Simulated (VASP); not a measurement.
# WC (P-6m2) in VASP: notebook

The runs below take WC through relaxation of cell and atoms, with PBEsol.

All numbers are computed with VASP 6.6.1; they aren't measurements. Logs are shortened: lines on timing, memory, paths and dates and some standing lists are left out, and cuts for length are marked.

### 1 The cell of the first run

Symmetry: P-6m2, No. 187, hexagonal system. Conventional cell: a = 2.899 Å, b = 2.899 Å, c = 2.827 Å, α = 90.00°, β = 90.00°, γ = 120.00°. Within 2.9 Å of W (site symmetry -6m2) lie 6 C at 2.19 Å and 8 W at 2.83 to 2.90 Å. Within 2.9 Å of C (site symmetry -6m2) lie 6 W at 2.19 Å and 8 C at 2.83 to 2.90 Å.

### 2 Relaxation of cell and atoms, PBEsol, target pressure 15 GPa, at which the enthalpy is minimised

Contents of INCAR:

```
SYSTEM = WC
PREC     = Accurate       ! precision mode
ENCUT    = 600            ! plane-wave cutoff, eV
EDIFF    = 1E-7           ! SCF threshold, eV
ISMEAR   = -1             ! smearing method
SIGMA    = 0.08           ! smearing width, eV
LREAL    = .False.        ! projectors in reciprocal space
LASPH    = .True.         ! aspherical terms in the spheres
NELM     = 60             ! most SCF steps
ALGO     = Normal         ! electronic algorithm
ISIF     = 3              ! what is computed and relaxed
LWAVE    = .False.        ! write WAVECAR
LCHARG   = .False.        ! write CHGCAR
GGA      = PS             ! functional
IBRION   = 2              ! ionic algorithm
NSW      = 100            ! ionic steps
EDIFFG   = -0.002         ! ionic threshold
PSTRESS  = 150.0
```

Contents of KPOINTS:

```
regular mesh
0
Gamma
  18 18 16
  0 0 0
```

Contents of POSCAR:

```
WC
1.0
    2.8988145963      0.0000000000      0.0000000000
   -1.4494072982      2.5104470813      0.0000000000
    0.0000000000      0.0000000000      2.8272988698
W C
1 1
Direct
    0.0000000000      0.0000000000      0.0000000000
    0.6666666667      0.3333333333      0.5000000000
```

Potentials or basis: VASP PAW PBE potentials, release 64 (W_sv, C).

On the command line:

```console
cat potpaw_PBE.64/W_sv/POTCAR potpaw_PBE.64/C/POTCAR > POTCAR
mpirun -np 1 vasp_std > vasp.out
```

OUTCAR:

```text
SYSTEM = WC
   PREC = Accurate
   ENCUT = 600
   EDIFF = 1E-7
   ISMEAR = -1
   LREAL = .False.
   LASPH = .True.
   NELM = 60
   ISIF = 3
   GGA = PS
   IBRION = 2
   NSW = 100
   EDIFFG = -0.002
   PSTRESS = 150.0

 ion  position               nearest neighbor table
   1  0.000  0.000  0.000-   2 2.19   2 2.19   2 2.19   2 2.19   2 2.19   2 2.19
   2  0.667  0.333  0.500-   1 2.19   1 2.19   1 2.19   1 2.19   1 2.19   1 2.19

  LATTYP: Found a hexagonal cell.
 ALAT       =     2.8988145963
 C/A-ratio  =     0.9753293203

  Lattice vectors:

 A1 = (   2.8988145963,   0.0000000000,   0.0000000000)
 A2 = (  -1.4494072982,   2.5104470813,   0.0000000000)
 A3 = (   0.0000000000,   0.0000000000,   2.8272988698)

Analysis of symmetry for initial positions (statically):
=====================================================================
 Subroutine PRICEL returns:
 Original cell was already a primitive cell.

 Routine SETGRP: Setting up the symmetry group for a
 hexagonal supercell.

 Subroutine GETGRP returns: Found 12 space group operations
 (whereof 12 operations were pure point group operations)
 out of a pool of 24 trial point group operations.

The static configuration has the point symmetry D_3h.

Analysis of symmetry for dynamics (positions and initial velocities):
=====================================================================
 Subroutine PRICEL returns:
 Original cell was already a primitive cell.

 Routine SETGRP: Setting up the symmetry group for a
 hexagonal supercell.

 Subroutine GETGRP returns: Found 12 space group operations
 (whereof 12 operations were pure point group operations)
 out of a pool of 24 trial point group operations.

The dynamic configuration has the point symmetry D_3h.

 Subroutine INISYM returns: Found 12 space group operations
 (whereof 12 operations are pure point group operations),
 and found     1 'primitive' translations

----------------------------------------------------------------------------------------

                                     Primitive cell

  volume of cell :      20.5752

  direct lattice vectors                    reciprocal lattice vectors
     2.898814596  0.000000000  0.000000000     0.344968596  0.199167711  0.000000000
    -1.449407298  2.510447081  0.000000000     0.000000000  0.398335423  0.000000000
     0.000000000  0.000000000  2.827298870     0.000000000  0.000000000  0.353694479

  length of vectors
     2.898814596  2.898814596  2.827298870     0.398335423  0.398335423  0.353694479

  position of ions in fractional coordinates (direct lattice)
[... 101 lines left out ...]
  Fermi-wavevector in a.u.,A,eV,Ry     =   1.565734  2.958808 33.354986  2.451522
  Thomas-Fermi vector in A             =   2.668166
   LORBIT       =      0    0 simple, 1 ext, 2 COOP (PROOUT), +10 PAW based schemes
   GGA     = PS    functional components
   LHFCALC =     F    Hartree Fock is set to
   AEXX    =    0.0000 exact exchange contribution
   IVDW    =     0    specifies the selected vdW correction
   LEPSILON=     F    determine dielectric tensor
   LRPA    =     F    only Hartree local field effects (RPA)
 conjugate gradient relaxation of ions
 non-spin polarized calculation
  energy-cutoff  :      600.00
  volume of cell :       20.58
 maximum number of plane-waves:       702
 NGX is ok and might be reduce to    24
   NGX = 11   NGY = 11   NGZ = 11

--------------------------------------- Ionic step        1  -------------------------------------------

 number of electron      18.0000001 magnetization

 Free energy of the ion-electron system (eV)
  ---------------------------------------------------
  ext. energy  EPLUGINS =         0.00000000
  ---------------------------------------------------
  free energy    TOTEN  =       -23.90338161 eV

  energy without entropy =      -23.89685107  energy(sigma->0) =      -23.90011634

------------------------ aborting loop because EDIFF is reached ----------------------------------------

  FORCE on cell =-STRESS in cart. coord.  units (eV):
  Direction    XX          YY          ZZ          XY          YZ          ZX
  --------------------------------------------------------------------------------------
  -------------------------------------------------------------------------------------
  Total        0.1394985      0.1394985      0.1828761     -0.0000000      0.0000000      0.0000000
  in kB       10.8626750     10.8626750     14.2404722     -0.0000000      0.0000000      0.0000000
  external PRESSURE =    -138.0113926 kB  Pullay stress =     150.0000000 kB
[... 291 lines left out ...]
--------------------------------------- Ionic step        9  -------------------------------------------

 number of electron      18.0000000 magnetization

 Free energy of the ion-electron system (eV)
  ---------------------------------------------------
  ext. energy  EPLUGINS =         0.00000000
  ---------------------------------------------------
  free energy    TOTEN  =       -23.87197932 eV

  energy without entropy =      -23.86572874  energy(sigma->0) =      -23.86885403

 E-fermi :  11.5239     XC(G=0): -14.1509

 val. band max:       11.5225587510   @ k =   0.4444  -0.0000   0.4375
 cond. band min:      11.5402292151   @ k =   0.3333   0.2222   0.0000
 fundamental gap:      0.0176704641
 Fermi energy:        11.5239492369

 k-point     1 :       0.0000    0.0000    0.0000
  band No.  band energies     occupation
      1     -62.3384      2.00000
      2     -26.3311      2.00000
      3     -26.2025      2.00000
      4     -26.2025      2.00000
      5      -3.2244      2.00000
      6       6.9430      2.00000
      7       8.0294      2.00000
      8       8.0294      2.00000
      9      11.6133      0.49316
     10      14.9239      0.00000
     11      14.9239      0.00000
     12      17.3825      0.00000
     13      17.3825      0.00000
[... 354 lines left out ...]
  band No.  band energies     occupation
      1     -62.2667      2.00000
      2     -27.0950      2.00000
      3     -26.4895      2.00000
      4     -26.1983      2.00000
      5       0.3334      2.00000
      6       4.4419      2.00000
      7       7.7202      2.00000
      8       7.8011      2.00000
      9      11.0226      1.99621
     10      13.3924      0.00000
     11      15.2671      0.00000
     12      16.6311      0.00000
     13      19.3565      0.00000

 [... further k-points ...]

------------------------ aborting loop because EDIFF is reached ----------------------------------------

  FORCE on cell =-STRESS in cart. coord.  units (eV):
  Direction    XX          YY          ZZ          XY          YZ          ZX
  --------------------------------------------------------------------------------------
  -------------------------------------------------------------------------------------
  Total        1.8670453      1.8670453      1.8671718     -0.0000000     -0.0000000     -0.0000000
  in kB      150.0276704    150.0276704    150.0378313     -0.0000000     -0.0000000     -0.0000000
  external PRESSURE =       0.0310573 kB  Pullay stress =     150.0000000 kB
[... 21 lines left out ...]
  energy  without entropy=      -23.8657287402  energy(sigma->0) =      -23.86885403

  enthalpy is  TOTEN    =       -22.0052783662 eV   P V=        1.8667009522

 reached required accuracy - stopping structural energy minimisation
```

Wall time 2.1 min (1 thread of Intel Xeon 6975P-C (Granite Rapids), shared host); peak memory 0.25 GiB.

Results:

```yaml
Free_energy: -23.8720 eV
Relaxed_volume: 9.97 Å³/atom
Relaxed_cell: a = 2.866 Å, b = 2.866 Å, c = 2.804 Å, α = 90.00°, β = 90.00°, γ = 120.00°
Space_group_after_relaxing_to_0.1_Å: P-6m2 (No. 187)
Energy_change_on_relaxing_the_run_minimises_the_enthalpy: +15.7 meV/atom
Ionic_steps: 9
Pressure_after_relaxing: 15.0 GPa
Band_gap_on_the_k_mesh: zero (bands 9 and 10 overlap by 1.30 eV)
```

Step by step:
| step | energy change (eV) | largest force (eV/Å) | pressure (GPa) | volume (Å³) |
| --- | --- | --- | --- | --- |
| 1 | 0.0000 | 0.0000 | 1.20 | 20.58 |
| 2 | 0.5229 | 0.0000 | 72.77 | 18.05 |
| 3 | 0.0287 | 0.0000 | 14.39 | 19.97 |
| 4 | 0.0309 | 0.0000 | 14.94 | 19.95 |
| 5 | 0.0321 | 0.0000 | 15.23 | 19.93 |
| 6 | 0.0332 | 0.0000 | 15.25 | 19.92 |
| 7 | 0.0323 | 0.0000 | 15.24 | 19.93 |
| 8 | 0.0293 | 0.0000 | 14.47 | 19.96 |
| 9 | 0.0314 | 0.0000 | 15.00 | 19.94 |

Final structure:
```
CELL_PARAMETERS angstrom
2.86554 0.00000 0.00000
-1.43277 2.48163 0.00000
0.00000 0.00000 2.80383
ATOMIC_POSITIONS crystal
W 0.00000 0.00000 0.00000
C 0.66667 0.33333 0.50000
```

Caveat: the cell is relaxed towards a set pressure, so the run minimises the enthalpy, not the energy; the PAW data sets were made with another functional, which shifts forces and pressure a little; spin-orbit coupling is left out, which moves the levels of the heavy elements.

### 3 Relaxation of cell and atoms, PBEsol

This run uses another cell than the first one, of 10.38 Å³/atom.

Contents of INCAR:

```
PREC = Accurate
ENCUT = 600
EDIFF = 1E-6
ISMEAR = -1
SIGMA = 0.08
LREAL = False
LASPH = True
NELM = 60
ALGO = Normal
ISIF = 3
LWAVE = False
LCHARG = False
GGA = PS
IBRION = 2
NSW = 100
EDIFFG = -0.002
```

Contents of KPOINTS:

```
Automatic mesh
0
Gamma
  18 18 16
```

Contents of POSCAR:

```
WC
1.0
    2.9065000000      0.0000000000      0.0000000000
   -1.4532500000      2.5171028361      0.0000000000
    0.0000000000      0.0000000000      2.8366000000
W C
1 1
Direct
    0.0000000000      0.0000000000      0.0000000000
    0.6666666667      0.3333333333      0.5000000000
```

Potentials or basis: VASP PAW PBE potentials, release 64 (W_sv, C).

On the command line:

```console
cat potpaw_PBE.64/W_sv/POTCAR potpaw_PBE.64/C/POTCAR > POTCAR
mpirun -np 1 vasp_std > vasp.out
```

It took 88 s on 1 thread of Intel Xeon 6975P-C (Granite Rapids), shared host; peak memory 0.25 GiB.

It converged, with:

```yaml
Free_energy: -23.9038 eV
Relaxed_volume: 10.32 Å³/atom
Relaxed_cell: a = 2.901 Å, b = 2.901 Å, c = 2.830 Å, α = 90.00°, β = 90.00°, γ = 120.00°
Space_group_after_relaxing_to_0.1_Å: P-6m2 (No. 187)
Energy_gained_by_relaxing: 0.4 meV/atom
Ionic_steps: 9
Pressure_after_relaxing: 0.0 GPa
Band_gap_on_the_k_mesh: zero (bands 9 and 10 overlap by 1.24 eV)
```

The path:
```
step  energy change (eV)  largest force (eV/Å)  pressure (GPa)  volume (Å³)
   1              0.0000                0.0000           -2.32        20.75
   2              0.0064                0.0000            6.96        20.30
   3             -0.0009                0.0000           -0.02        20.64
   4             -0.0009                0.0000            0.00        20.63
   5             -0.0009                0.0000            0.04        20.63
   6             -0.0009                0.0000            0.03        20.63
   7             -0.0009                0.0000           -0.04        20.64
   8             -0.0009                0.0000           -0.04        20.63
   9             -0.0009                0.0000            0.00        20.63
```

Final structure:
```yaml
crystal:
  lattice:
    - [2.90131, 0.00000, 0.00000]
    - [-1.45066, 2.51261, 0.00000]
    - [0.00000, 0.00000, 2.83038]
  atoms:
    - { symbol: W, position: [0.00000, 0.00000, 0.00000] }
    - { symbol: C, position: [0.66667, 0.33333, 0.50000] }
```

Levels at points of the mesh, in eV from the Fermi level:
```tsv
k point	band 5	band 6	band 7	band 8	band 9	band 10	band 11	band 12	band 13
(0.00, 0.00, 0.00)	-14.48	-4.37	-3.36	-3.36	0.12	3.25	3.25	5.68	5.68
(0.50, 0.00, 0.00)	-11.09	-7.07	-3.64	-3.62	-0.45	2.35	4.56	4.93	6.90
(0.00, 0.00, 0.50)	-10.37	-8.72	-2.03	-2.03	-0.61	-0.61	3.72	4.54	4.54
(0.50, 0.00, 0.50)	-11.30	-6.51	-4.36	-4.20	0.30	4.47	5.36	6.71	9.27
```

Caveat: the PAW data sets were made with another functional, which shifts forces and pressure a little; spin-orbit coupling is left out, which moves the levels of the heavy elements.
